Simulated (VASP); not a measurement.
**SrO: single point with r2SCAN**

Crystal: SrO.

```
CELL_PARAMETERS angstrom
0.00000 2.48779 2.48779
2.48779 0.00000 2.48779
2.48779 2.48779 0.00000
ATOMIC_POSITIONS crystal
Sr 0.00000 0.00000 0.00000
O 0.50000 0.50000 0.50000
```

This cell differs from its parent crystal: strain -3.6%.

| Item | Value |
| --- | --- |
| Program | VASP 6.6.1 |
| Task | single point |
| Functional | r2SCAN |
| Potentials or basis | VASP PAW PBE potentials, release 64 (Sr_sv, O) |
| Cutoff | 520 eV |
| k mesh | 8 × 8 × 8 |
| Occupations | gaussian, width 0.01 eV |
| Spin | no spin polarisation |
| Dipole correction | no |
| Further INCAR settings | ALGO = Normal; EDIFF = 1e-07; NBANDS = 15 |

- Pressure: 13.9 GPa
- Band gap on the k mesh: 3.67 eV, indirect (the least direct gap lies 1.9 meV higher)

Levels at points of the mesh, in eV from the valence-band top:
| k point | band 5 | band 6 | band 7 | band 8 | band 9 | band 10 | band 11 | band 12 |
| --- | --- | --- | --- | --- | --- | --- | --- | --- |
| (0.00, 0.00, 0.00) | -14.04 | 0.00 | 0.00 | 0.00 | 5.45 | 6.99 | 6.99 | 6.99 |
| (0.50, 0.00, 0.00) | -12.94 | -2.31 | -1.34 | -1.34 | 7.56 | 9.93 | 10.07 | 10.07 |
| (0.50, 0.50, 0.00) | -14.53 | -0.22 | 0.00 | 0.00 | 3.66 | 9.32 | 11.59 | 12.08 |

Run time: 75 s on 1 thread of Intel(R) Xeon(R) Platinum 8375C CPU @ 2.90GHz (Ice Lake), with other jobs on the host, peak memory 0.17 GiB.

Caveat: the cell differs from its parent crystal (strain -3.6%); the PAW data sets were made with another functional, which shifts forces and pressure a little. A k mesh can miss the band edges.
